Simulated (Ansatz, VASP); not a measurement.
# SnSe: VASP beside Ansatz

Contents of INCAR:

```
SYSTEM = SnSe
ALGO     = Normal         ! electronic algorithm
EDIFF    = 1E-8           ! SCF threshold, eV
ENCUT    = 400            ! plane-wave cutoff, eV
GGA      = PE             ! functional
GGA_COMPAT= .FALSE.      
ISIF     = 2              ! what is computed and relaxed
ISMEAR   = -1             ! smearing method
LASPH    = .TRUE.         ! aspherical terms in the spheres
LCHARG   = .FALSE.        ! write CHGCAR
LEFG     = .TRUE.       
LREAL    = .FALSE.        ! projectors in reciprocal space
LWAVE    = .FALSE.        ! write WAVECAR
NBANDS   = 17             ! bands
NELM     = 120            ! most SCF steps
PREC     = Accurate       ! precision mode
SIGMA    = 0.02           ! smearing width, eV
```

File KPOINTS:

```
k-points
0
G
  13 13 13
  0 0 0
```

Contents of POSCAR:

```
SnSe
1.0
    0.0000000000      3.0100000000      3.0100000000
    3.0100000000      0.0000000000      3.0100000000
    3.0100000000      3.0100000000      0.0000000000
Sn Se
1 1
Direct
    0.0000000000      0.0000000000      0.0000000000
    0.5000000000      0.5000000000      0.5000000000
```

Input for Ansatz:

```yaml
crystal:
  lattice:
    - [0.0, 3.01, 3.01]
    - [3.01, 0.0, 3.01]
    - [3.01, 3.01, 0.0]
  atoms:
    - { symbol: Sn, position: [0.0, 0.0, 0.0] }
    - { symbol: Se, position: [0.5, 0.5, 0.5] }
kpoints:
  mp_grid: { grid: [13, 13, 13] }
scf:
  occupations: { method: fermi_dirac, width: 0.02 }
hamiltonian:
  xc: pbe
  pseudopotentials: { kind: paw }
output:
  forces: true
  stress: true
  populations: true
  efg: { quadrupole_moments_barn: { Sn: -0.132 }, contact_densities: true }
basis:
  ecutrho_ratio: 12
```

Alike in both runs: task electric field gradients; functional PBE; k mesh 13 × 13 × 13; occupations fermi-dirac, width 0.02 eV; no spin polarisation.

|  | VASP | Ansatz |
| --- | --- | --- |
| version | VASP 6.6.1 | Ansatz 0.2.0 |
| potentials or method | VASP PAW PBE potentials, release 64 (Sn_d, Se) | plane-wave PAW, scalar-relativistic |
| plane-wave cutoff (eV) | 400 | 420 |
| valence electrons in the cell | 20 | 30 |

|  | VASP | Ansatz | Ansatz less VASP |
| --- | --- | --- | --- |
| pressure (GPa) | 1.1 | 1.1 | +0.02 |

VASP's potentials hold 20 valence electrons a cell and Ansatz's 30, so a difference there can come from the potentials and not from the codes.
